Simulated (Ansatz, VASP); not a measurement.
## Two plane-wave programs on Ge

File POSCAR:

```
Ge
1.0
    0.0000000000      2.8836577741      2.8836577741
    2.8836577741      0.0000000000      2.8836577741
    2.8836577741      2.8836577741      0.0000000000
Ge
2
Direct
    0.5000000000      0.5000000000      0.5000000000
    0.7500000000      0.7500000000      0.7500000000
```

The input INCAR.step1:

```
  PREC = Accurate
  ENCUT = 520
  ISMEAR = 0
  SIGMA = 0.05
  LREAL = F
  LASPH = T
  NELM = 100
  NBANDS = 21
  GGA = PE
  ALGO = Normal
  EDIFF = 1E-4
  LWAVE = T
  LCHARG = F
```

Contents of INCAR.step2:

```
  PREC = Accurate
  ENCUT = 520
  EDIFF = 1E-6
  ISMEAR = 0
  SIGMA = 0.05
  LREAL = F
  LASPH = T
  NELM = 100
  ALGO = Normal
  ISIF = 2
  LWAVE = F
  LCHARG = T
  METAGGA = R2SCAN
  LMIXTAU = T
  LELF = T
  LVHAR = T
  NBANDS = 21
  ISTART = 1
```

KPOINTS

```
regular mesh
0
Gamma
  12 12 12
```

Input for Ansatz:

```yaml
crystal:
  lattice:
    - [0.0, 2.883657763, 2.883657763]
    - [2.883657763, 0.0, 2.883657763]
    - [2.883657763, 2.883657763, 0.0]
  atoms:
    - { symbol: Ge, position: [0.5, 0.5, 0.5] }
    - { symbol: Ge, position: [0.75, 0.75, 0.75] }
basis:
  ecutwfc: 500
  ecutrho_ratio: 4
kpoints:
  mp_grid: { grid: [12, 12, 12] }
hamiltonian:
  xc: r2scan
scf:
  occupations: { method: gaussian, width: 0.05 }
output:
  forces: true
  stress: true
  eigenvalues: true
```

Alike in both runs: task single point; functional r2SCAN; k mesh 12 × 12 × 12; occupations gaussian, width 0.05 eV; no spin polarisation.

|  | VASP | Ansatz |
| --- | --- | --- |
| version | VASP 6.6.1 | Ansatz 0.2.0 |
| potentials or method | VASP PAW PBE potentials, release 64 (Ge_d), cutoff 520 eV | scalar-relativistic, plane waves, PAW |
| valence electrons in the cell | 28 | 28 |

```csv
,VASP,Ansatz,Ansatz less VASP
pressure (GPa),-3.0,-3.0,-0.04
```

VASP's potentials were made for PBE, not for r2SCAN. The functional is the same, so the differences come from potentials, cutoffs and numerics.
